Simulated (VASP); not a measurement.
# P (P2/m) in VASP: further runs

Runs on P. Level: PBE. Tasks: single point.

Program: VASP 6.6.1. These are calculated values, not measurements. Logs are shortened: lines on timing, memory, paths and dates and some standing lists are left out, and cuts for length are marked.

### 1 The cell of the first run

It takes space group P2/m (No. 10, monoclinic). Conventional cell: a = 2.425 Å, b = 2.439 Å, c = 4.852 Å, α = 90.00°, β = 90.24°, γ = 90.00°. Within 3.2 Å of P (site symmetry m) lie 6 P at 2.42 to 2.44 Å.

This isn't the form of P at room conditions, which is orthorhombic.

### 2 Single point, PBE

INCAR reads:

```
PREC     = Accurate       # precision mode
ENCUT    = 520            # plane-wave cutoff, eV
EDIFF    = 1E-6           # SCF threshold, eV
ISMEAR   = 0              # smearing method
SIGMA    = 0.1            # smearing width, eV
LREAL    = False          # projectors in reciprocal space
LASPH    = True           # aspherical terms in the spheres
NELM     = 60             # most SCF steps
ALGO     = Normal         # electronic algorithm
ISIF     = 2              # what is computed and relaxed
LWAVE    = False          # write WAVECAR
LCHARG   = False          # write CHGCAR
GGA      = PE             # functional
NBANDS   = 12             # bands
```

KPOINTS reads:

```
Automatic mesh
0
Gamma
  10 10 6
```

POSCAR reads:

```
P
1.0
    2.4246941115      0.0000000000      0.0000000000
    0.0000000000      2.4385351442      0.0000000000
   -0.0203144631      0.0000000000      4.8524328982
P
2
Direct
    0.9999999700      0.0000000000      0.2505746400
    0.0000000300      0.0000000000      0.7494253600
```

Potentials or basis: VASP PAW PBE potentials, release 64 (P).

Started as:

```
$ cat potpaw_PBE.64/P/POTCAR > POTCAR
$ mpirun -np 1 vasp_std > vasp.out
```

OUTCAR:

```text
PREC = Accurate
   ENCUT = 520
   EDIFF = 1E-6
   ISMEAR = 0
   LREAL = False
   LASPH = True
   NELM = 60
   ISIF = 2
   GGA = PE

 ion  position               nearest neighbor table
   1  1.000  0.000  0.251-   2 2.42   2 2.43
   2  0.000  0.000  0.749-   1 2.42   1 2.43

  LATTYP: Found a simple monoclinic cell.
 ALAT       =     2.4246941115
 B/A-ratio  =     1.0057083624
 C/A-ratio  =     2.0012732318
 COS(beta)  =    -0.0041864124

  Lattice vectors:

 A1 = (   2.4246941115,   0.0000000000,   0.0000000000)
 A2 = (   0.0000000000,   2.4385351442,   0.0000000000)
 A3 = (  -0.0203144631,   0.0000000000,   4.8524328982)

Analysis of symmetry for initial positions (statically):
=====================================================================
 Subroutine PRICEL returns:
 Original cell was already a primitive cell.

 Routine SETGRP: Setting up the symmetry group for a
 simple monoclinic supercell.

 Subroutine GETGRP returns: Found  4 space group operations
 (whereof  4 operations were pure point group operations)
 out of a pool of  4 trial point group operations.

The static configuration has the point symmetry C_2h.

Analysis of symmetry for dynamics (positions and initial velocities):
=====================================================================
 Subroutine PRICEL returns:
 Original cell was already a primitive cell.

 Routine SETGRP: Setting up the symmetry group for a
 simple monoclinic supercell.

 Subroutine GETGRP returns: Found  4 space group operations
 (whereof  4 operations were pure point group operations)
 out of a pool of  4 trial point group operations.

The dynamic configuration has the point symmetry C_2h.

 Subroutine INISYM returns: Found  4 space group operations
 (whereof  4 operations are pure point group operations),
 and found     1 'primitive' translations

----------------------------------------------------------------------------------------

                                     Primitive cell

  volume of cell :      28.6910

  direct lattice vectors                    reciprocal lattice vectors
     2.424694112  0.000000000  0.000000000     0.412423157  0.000000000  0.001726589
     0.000000000  2.438535144  0.000000000     0.000000000  0.410082259  0.000000000
    -0.020314463  0.000000000  4.852432898     0.000000000  0.000000000  0.206082190

  length of vectors
     2.424694112  2.438535144  4.852475421     0.412426771  0.410082259  0.206082190

  position of ions in fractional coordinates (direct lattice)
     0.999999970  0.000000000  0.250574640
     0.000000030  0.000000000  0.749425360
[... 89 lines left out ...]
   NUPDOWN=      -1.0000    fix difference up-down
   EMIN   =  10.00;   EMAX   =-10.00  energy-range for DOS
   EFERMI =   0.00;   METHOD = LEGACY
   ISMEAR =     0;   SIGMA  =   0.10  broadening in eV -4-tet -1-fermi 0-gaus
   EFERMI_NEDOS =   21; number of points for ismear=-14 and -15
   IALGO  =     38    algorithm
   IMIX   =      4    mixing-type and parameters
     AMIX     =   0.40;   BMIX     =  1.00
     AMIX_MAG =   1.60;   BMIX_MAG =  1.00
  volume/ion in A,a.u.               =      14.35        96.81
  Fermi-wavevector in a.u.,A,eV,Ry     =   1.152107  2.177167 18.059715  1.327352
  Thomas-Fermi vector in A             =   2.288761
   LORBIT       =      0    0 simple, 1 ext, 2 COOP (PROOUT), +10 PAW based schemes
   GGA     = PE    functional components
   LHFCALC =     F    Hartree Fock is set to
   AEXX    =    0.0000 exact exchange contribution
   IVDW    =     0    specifies the selected vdW correction
   LEPSILON=     F    determine dielectric tensor
   LRPA    =     F    only Hartree local field effects (RPA)
 non-spin polarized calculation
 Gauss-broadening in eV      SIGMA  =   0.10
  energy-cutoff  :      520.00
  volume of cell :       28.69
 maximum number of plane-waves:       797
   NGX =  9   NGY =  9   NGZ = 19

 number of electron      10.0000000 magnetization

 number of electron       9.9999996 magnetization

 Free energy of the ion-electron system (eV)
  ---------------------------------------------------
  ext. energy  EPLUGINS =         0.00000000
  ---------------------------------------------------
  free energy    TOTEN  =       -10.55406680 eV

  energy without entropy =      -10.54983680  energy(sigma->0) =      -10.55195180

 E-fermi :   9.9134     XC(G=0): -11.3432

 val. band max:        9.9123712399   @ k =   0.1000   0.4000   0.5000
 cond. band min:       9.9511676030   @ k =   0.2000   0.2000  -0.0000
 fundamental gap:      0.0387963631
 Fermi energy:         9.9133965804

 k-point     1 :       0.0000    0.0000    0.0000
  band No.  band energies     occupation
      1      -6.7956      2.00000
      2      -2.3665      2.00000
      3       1.0583      2.00000
      4      14.8065      0.00000
      5      15.0125      0.00000
      6      15.0559      0.00000
      7      16.6076      0.00000
      8      16.6736      0.00000
      9      17.7142      0.00000
     10      17.9508      0.00000
     11      19.2437      0.00000
     12      24.3054      0.00000
[... 331 lines left out ...]
 k-point    24 :       0.5000    0.3000   -0.0000
  band No.  band energies     occupation
      1      -0.3239      2.00000
      2       2.8140      2.00000
      3       4.5112      2.00000
      4       6.1269      2.00000
      5       6.2026      2.00000
      6       8.8164      2.00000
      7      12.6474      0.00000
      8      13.0583      0.00000
      9      14.2667      0.00000
     10      17.7442      0.00000
     11      17.8178      0.00000
     12      19.3306      0.00000

 [... further k-points ...]

------------------------ aborting loop because EDIFF is reached ----------------------------------------

  FORCE on cell =-STRESS in cart. coord.  units (eV):
  Direction    XX          YY          ZZ          XY          YZ          ZX
  --------------------------------------------------------------------------------------
  -------------------------------------------------------------------------------------
  Total        0.0756088      0.0298716      0.6930830      0.0000000      0.0000000      0.0329382
  in kB        4.2221842      1.6681053     38.7035073      0.0000000      0.0000000      1.8393517
  external PRESSURE =      14.8645990 kB  Pullay stress =       0.0000000 kB

 VOLUME and BASIS-vectors are now :
 -----------------------------------------------------------------------------
  energy-cutoff  :      520.00
  volume of cell :       28.69
      direct lattice vectors                 reciprocal lattice vectors
     2.424694112  0.000000000  0.000000000     0.412423157  0.000000000  0.001726589
     0.000000000  2.438535144  0.000000000     0.000000000  0.410082259  0.000000000
    -0.020314463  0.000000000  4.852432898     0.000000000  0.000000000  0.206082190

 POSITION                                       TOTAL-FORCE (eV/Angst)
 -----------------------------------------------------------------------------------
      2.41960      0.00000      1.21590        -0.000230      0.000000      0.014477
     -0.01522      0.00000      3.63654         0.000230      0.000000     -0.014477
 -----------------------------------------------------------------------------------
    total drift:                               -0.000000      0.000000     -0.000000

  FREE ENERGIE OF THE ION-ELECTRON SYSTEM (eV)
  ---------------------------------------------------
  free  energy   TOTEN  =       -10.5540667980 eV

  energy  without entropy=      -10.5498368019  energy(sigma->0) =      -10.55195180
```

OSZICAR:

```text
N       E                     dE             d eps       ncg     rms          rms(c)
DAV:   1     0.180828537731E+02    0.18083E+02   -0.45359E+03  4616   0.724E+02
DAV:   2    -0.954496520432E+01   -0.27628E+02   -0.25927E+02  6188   0.111E+02
DAV:   3    -0.105437215078E+02   -0.99876E+00   -0.99355E+00  5896   0.194E+01
DAV:   4    -0.105491139048E+02   -0.53924E-02   -0.53914E-02  5448   0.180E+00
DAV:   5    -0.105491496755E+02   -0.35771E-04   -0.35768E-04  5904   0.135E-01    0.666E+00
DAV:   6    -0.105514802581E+02   -0.23306E-02   -0.10605E-03  5424   0.291E-01    0.395E+00
DAV:   7    -0.105538246332E+02   -0.23444E-02   -0.30521E-03  5300   0.486E-01    0.118E-01
DAV:   8    -0.105540395390E+02   -0.21491E-03   -0.14205E-04  5588   0.896E-02    0.268E-02
DAV:   9    -0.105540660798E+02   -0.26541E-04   -0.23949E-05  5344   0.364E-02    0.394E-03
DAV:  10    -0.105540667980E+02   -0.71820E-06   -0.63612E-07  4848   0.588E-03
   1 F= -.10554067E+02 E0= -.10551952E+02  d E =-.423000E-02
```

Wall time 15 s (1 thread of Intel Xeon 6975P-C (Granite Rapids), shared host); peak memory 0.16 GiB.

What came out:

```yaml
Free_energy: -10.5541 eV
Pressure: 1.5 GPa
Largest_force: 0.014 eV/Å
Band_gap_on_the_k_mesh: zero (bands 5 and 6 overlap by 10.12 eV)
```

Forces on the atoms (eV/Å):
```
P    0.000  0.000  0.014
P    0.000  0.000 -0.014
```

Levels at points of the mesh, in eV from the Fermi level:
| k point | band 2 | band 3 | band 4 | band 5 | band 6 | band 7 | band 8 | band 9 |
| --- | --- | --- | --- | --- | --- | --- | --- | --- |
| (0.00, 0.00, 0.00) | -12.28 | -8.86 | 4.89 | 5.10 | 5.14 | 6.69 | 6.76 | 7.80 |
| (0.50, 0.00, 0.00) | -8.85 | -7.45 | -5.42 | -5.34 | 0.86 | 7.81 | 8.01 | 9.33 |
| (0.00, 0.50, 0.00) | -8.84 | -7.58 | -5.46 | -5.36 | 0.85 | 7.93 | 7.97 | 9.30 |
| (0.50, 0.50, 0.00) | -5.46 | -5.35 | -2.33 | -2.26 | -2.18 | -1.54 | 0.85 | 4.53 |
| (0.00, 0.00, 0.50) | -15.26 | -3.18 | -3.13 | 5.97 | 6.01 | 6.21 | 6.25 | 7.78 |
| (0.50, 0.00, 0.50) | -10.81 | -7.60 | -7.57 | 0.45 | 0.51 | 5.97 | 6.00 | 8.82 |
| (0.00, 0.50, 0.50) | -10.92 | -7.59 | -7.55 | 0.36 | 0.42 | 5.97 | 6.00 | 8.97 |
| (0.50, 0.50, 0.50) | -6.10 | -4.29 | -4.25 | -4.18 | -4.15 | 2.19 | 2.22 | 4.55 |

### 3 Single point, PBE

INCAR reads:

```
SYSTEM = P
PREC = Accurate
ENCUT = 520
EDIFF = 1E-7
ISMEAR = 0
SIGMA = 0.1
LREAL = .FALSE.
LASPH = .TRUE.
NELM = 80
ALGO = Normal
ISIF = 2
LWAVE = .FALSE.
LCHARG = .FALSE.
GGA = PE
NBANDS = 12
```

KPOINTS reads:

```
regular mesh
0
G
  12 12 6
  0 0 0
```

POSCAR is that of step 2.

Potentials or basis: VASP PAW PBE potentials, release 64 (P).

Started as:

```
$ cat potpaw_PBE.64/P/POTCAR > POTCAR
$ mpirun -np 1 vasp_std > vasp.out
```

Wall time 24 s (1 thread of Intel Xeon 6975P-C (Granite Rapids), shared host); peak memory 0.18 GiB.

The run converged. Its results:

```
Free energy            : -10.5090 eV
Pressure               : 1.3 GPa
Largest force          : 0.004 eV/Å
Band gap on the k mesh : zero (bands 5 and 6 overlap by 10.12 eV)
```

Forces on the atoms (eV/Å):
```
P    0.000  0.000  0.004
P    0.000  0.000 -0.004
```

Stress tensor (GPa, compression positive):
```
1.39 0.00 0.29
0.00 1.00 0.00
0.29 0.00 1.39
```

Levels at points of the mesh, in eV from the Fermi level:
| k point | band 1 | band 2 | band 3 | band 4 | band 5 | band 6 | band 7 | band 8 | band 9 | band 10 |
| --- | --- | --- | --- | --- | --- | --- | --- | --- | --- | --- |
| (0.00, 0.00, 0.00) | -16.75 | -12.32 | -8.89 | 4.85 | 5.06 | 5.10 | 6.65 | 6.72 | 7.76 | 7.99 |
| (0.50, 0.00, 0.00) | -12.31 | -8.89 | -7.49 | -5.46 | -5.38 | 0.82 | 7.77 | 7.98 | 9.29 | 10.46 |
| (0.00, 0.50, 0.00) | -12.42 | -8.88 | -7.62 | -5.50 | -5.40 | 0.81 | 7.89 | 7.93 | 9.26 | 10.61 |
| (0.50, 0.50, 0.00) | -7.61 | -5.50 | -5.39 | -2.37 | -2.30 | -2.22 | -1.59 | 0.81 | 4.49 | 4.53 |
| (0.00, 0.00, 0.50) | -15.34 | -15.30 | -3.22 | -3.17 | 5.93 | 5.97 | 6.17 | 6.21 | 7.74 | 7.76 |
| (0.50, 0.00, 0.50) | -10.89 | -10.84 | -7.64 | -7.61 | 0.42 | 0.47 | 5.93 | 5.96 | 8.78 | 8.81 |
| (0.00, 0.50, 0.50) | -11.01 | -10.96 | -7.63 | -7.59 | 0.32 | 0.38 | 5.94 | 5.97 | 8.93 | 8.96 |
| (0.50, 0.50, 0.50) | -6.20 | -6.14 | -4.33 | -4.29 | -4.22 | -4.19 | 2.15 | 2.18 | 4.51 | 4.58 |

### 4 Single point, PBE

INCAR reads:

```
PREC     = Accurate       # precision mode
ENCUT    = 520            # plane-wave cutoff, eV
EDIFF    = 1E-6           # SCF threshold, eV
ISMEAR   = 0              # smearing method
SIGMA    = 0.1            # smearing width, eV
LREAL    = F              # projectors in reciprocal space
LASPH    = T              # aspherical terms in the spheres
NELM     = 60             # most SCF steps
ALGO     = Normal         # electronic algorithm
ISIF     = 2              # what is computed and relaxed
LWAVE    = F              # write WAVECAR
LCHARG   = T              # write CHGCAR
GGA      = PE             # functional
LELF     = T              # ELF
LVHAR    = T            
NBANDS   = 12             # bands
```

KPOINTS reads:

```
regular mesh
0
Gamma
  14 14 8
```

POSCAR is that of step 3.

Potentials or basis: VASP PAW PBE potentials, release 64 (P).

Started as:

```
$ cat potpaw_PBE.64/P/POTCAR > POTCAR
$ mpirun -np 1 vasp_std > vasp.out
```

OUTCAR:

```text
PREC = Accurate
   ENCUT = 520
   EDIFF = 1E-6
   ISMEAR = 0
   LREAL = F
   LASPH = T
   NELM = 60
   ISIF = 2
   GGA = PE

 ion  position               nearest neighbor table
   1  1.000  0.000  0.251-   2 2.42   2 2.43
   2  0.000  0.000  0.749-   1 2.42   1 2.43

  LATTYP: Found a simple monoclinic cell.
 ALAT       =     2.4246941115
 B/A-ratio  =     1.0057083624
 C/A-ratio  =     2.0012732318
 COS(beta)  =    -0.0041864124

  Lattice vectors:

 A1 = (   2.4246941115,   0.0000000000,   0.0000000000)
 A2 = (   0.0000000000,   2.4385351442,   0.0000000000)
 A3 = (  -0.0203144631,   0.0000000000,   4.8524328982)

Analysis of symmetry for initial positions (statically):
=====================================================================
 Subroutine PRICEL returns:
 Original cell was already a primitive cell.

 Routine SETGRP: Setting up the symmetry group for a
 simple monoclinic supercell.

 Subroutine GETGRP returns: Found  4 space group operations
 (whereof  4 operations were pure point group operations)
 out of a pool of  4 trial point group operations.

The static configuration has the point symmetry C_2h.
[... 175 lines left out ...]
      4      14.8077      0.00000
      5      15.0145      0.00000
      6      15.0566      0.00000
      7      16.6083      0.00000
      8      16.6741      0.00000
      9      17.7155      0.00000
     10      17.9510      0.00000
     11      19.2426      0.00000
     12      24.3029      0.00000
[... 331 lines left out ...]
 k-point    24 :       0.5000    0.1429    0.0000
  band No.  band energies     occupation
      1      -1.8874      2.00000
      2       1.4798      2.00000
      3       2.9351      2.00000
      4       4.8888      2.00000
      5       4.9659      2.00000
      6      11.2158      0.00000
      7      13.7153      0.00000
      8      17.6242      0.00000
      9      18.2726      0.00000
     10      19.5812      0.00000
     11      22.3502      0.00000
     12      22.8134      0.00000

 [... further k-points ...]

------------------------ aborting loop because EDIFF is reached ----------------------------------------

  FORCE on cell =-STRESS in cart. coord.  units (eV):
  Direction    XX          YY          ZZ          XY          YZ          ZX
  --------------------------------------------------------------------------------------
  -------------------------------------------------------------------------------------
  Total        0.5745713      0.2028439      0.4033449      0.0000000      0.0000000      0.0710145
  in kB       32.0855157     11.3273183     22.5237982      0.0000000      0.0000000      3.9656276
  external PRESSURE =      21.9788774 kB  Pullay stress =       0.0000000 kB

 VOLUME and BASIS-vectors are now :
 -----------------------------------------------------------------------------
  energy-cutoff  :      520.00
  volume of cell :       28.69
      direct lattice vectors                 reciprocal lattice vectors
     2.424694112  0.000000000  0.000000000     0.412423157  0.000000000  0.001726589
     0.000000000  2.438535144  0.000000000     0.000000000  0.410082259  0.000000000
    -0.020314463  0.000000000  4.852432898     0.000000000  0.000000000  0.206082190

 POSITION                                       TOTAL-FORCE (eV/Angst)
 -----------------------------------------------------------------------------------
      2.41960      0.00000      1.21590        -0.000048      0.000000     -0.020853
     -0.01522      0.00000      3.63654         0.000048      0.000000      0.020853
 -----------------------------------------------------------------------------------
    total drift:                               -0.000000      0.000000     -0.000000

  FREE ENERGIE OF THE ION-ELECTRON SYSTEM (eV)
  ---------------------------------------------------
  free  energy   TOTEN  =       -10.5488620472 eV

  energy  without entropy=      -10.5460783674  energy(sigma->0) =      -10.54747021
```

Wall time 34 s (1 thread of Intel Xeon 6975P-C (Granite Rapids), shared host); peak memory 0.22 GiB.

What came out:

```
Free energy            : -10.5489 eV
Pressure               : 2.2 GPa
Largest force          : 0.021 eV/Å
Band gap on the k mesh : zero (bands 5 and 6 overlap by 10.12 eV)
```

Forces on the atoms (eV/Å):
```
P    0.000  0.000 -0.021
P    0.000  0.000  0.021
```

Levels at points of the mesh, in eV from the Fermi level:
```tsv
k point	band 2	band 3	band 4	band 5	band 6	band 7	band 8	band 9
(0.00, 0.00, 0.00)	-12.23	-8.80	4.94	5.15	5.19	6.74	6.81	7.85
(0.50, 0.00, 0.00)	-8.80	-7.40	-5.37	-5.29	0.90	7.86	8.07	9.38
(0.00, 0.50, 0.00)	-8.79	-7.53	-5.41	-5.31	0.89	7.98	8.02	9.35
(0.50, 0.50, 0.00)	-5.41	-5.30	-2.28	-2.21	-2.13	-1.49	0.90	4.58
(0.00, 0.00, 0.50)	-15.21	-3.13	-3.08	6.02	6.06	6.26	6.30	7.83
(0.50, 0.00, 0.50)	-10.75	-7.55	-7.52	0.51	0.56	6.02	6.05	8.87
(0.00, 0.50, 0.50)	-10.87	-7.54	-7.51	0.41	0.47	6.02	6.05	9.02
(0.50, 0.50, 0.50)	-6.04	-4.24	-4.20	-4.13	-4.10	2.24	2.27	4.60
```

### 5 The runs side by side

| k mesh | gap on the mesh (eV) | pressure (GPa) | largest force (eV/Å) |
| --- | --- | --- | --- |
| 10 × 10 × 6 | none | 1.5 | 0.01 |
| 12 × 12 × 6 | none | 1.3 | - |
| 14 × 14 × 8 | none | 2.2 | 0.02 |

Alike in all rows: task single point; level PBE; potentials or basis VASP PAW PBE potentials, release 64 (P); no spin polarisation; cell as given; cutoff (eV) 520; smearing gaussian 0.1 eV.

Absolute energies hang on the potentials; compare differences alone.
